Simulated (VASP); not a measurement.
A run of VASP 6.6.1 is set up as follows.

Contents of INCAR:

```
PREC = Accurate
ENCUT = 600
EDIFF = 1E-6
ISMEAR = -1
SIGMA = 0.15
LREAL = False
LASPH = True
NELM = 60
ALGO = Normal
ISIF = 3
LWAVE = False
LCHARG = False
GGA = PS
IBRION = 2
NSW = 80
EDIFFG = -0.001
```

KPOINTS

```
regular mesh
0
Gamma
  15 15 6
```

POSCAR

```
Ta2SbN
1.0
    3.0817771002      0.0000000000      0.0000000000
   -1.5408885501      2.6688972576      0.0000000000
    0.0000000000      0.0000000000      7.2956970847
Ta Sb N
2 1 1
Direct
    0.6666666667      0.3333333333      0.6884172663
    0.6666666667      0.3333333333      0.3115827337
    0.0000000000      0.0000000000      0.0000000000
    0.3333333333      0.6666666667      0.5000000000
```

Potentials or basis: VASP PAW PBE potentials, release 64 (Ta_pv, Sb, N).

Command:

```console
$ cat potpaw_PBE.64/Ta_pv/POTCAR potpaw_PBE.64/Sb/POTCAR potpaw_PBE.64/N/POTCAR > POTCAR
$ mpirun -np 1 vasp_std > vasp.out
```

(1) What does it give for the space group after relaxing (to 0.05 Å)?

(2) Predict the relaxed cell.

(3) Predict the relaxed volume.

Results:

(1) P-6m2 (No. 187).

(2) a = 3.085 Å, b = 3.085 Å, c = 7.305 Å, α = 90.00°, β = 90.00°, γ = 120.00°.

(3) 15.05 Å³/atom.

Caveat: the PAW data sets were made with another functional, which shifts forces and pressure a little.
